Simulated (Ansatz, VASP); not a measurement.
**Two plane-wave programs on Sr**

```xyz
3
Lattice="6.8482 0.0000 0.0000 -3.4241 5.9307 0.0000 0.0000 0.0000 4.0942" Properties=species:S:1:pos:R:3 pbc="T T T"
Sr    0.0000    0.0000    0.0000
Sr    0.0000    3.9538    2.0471
Sr    3.4241    1.9769    2.0471
```

Alike in both runs: functional PBE; k mesh 5 × 5 × 7; occupations fermi-dirac, width 0.1 eV; no spin polarisation.

Ansatz relaxed the structure, and its values are those at the end. VASP's run is a single point on that final structure, the one shown.

```csv
,VASP,Ansatz
version,VASP 6.6.1,Ansatz 0.2.0
potentials or method,"VASP PAW PBE potentials, release 64 (Sr_sv)","PAW with Ansatz's default frozen-core files, scalar-relativistic"
plane-wave cutoff (eV),520,420
valence electrons in the cell,30,30
```

```csv
,VASP,Ansatz,Ansatz less VASP
pressure (GPa),0.0,0.0,0.00
```

The functional is the same, so the differences come from potentials, cutoffs and numerics.
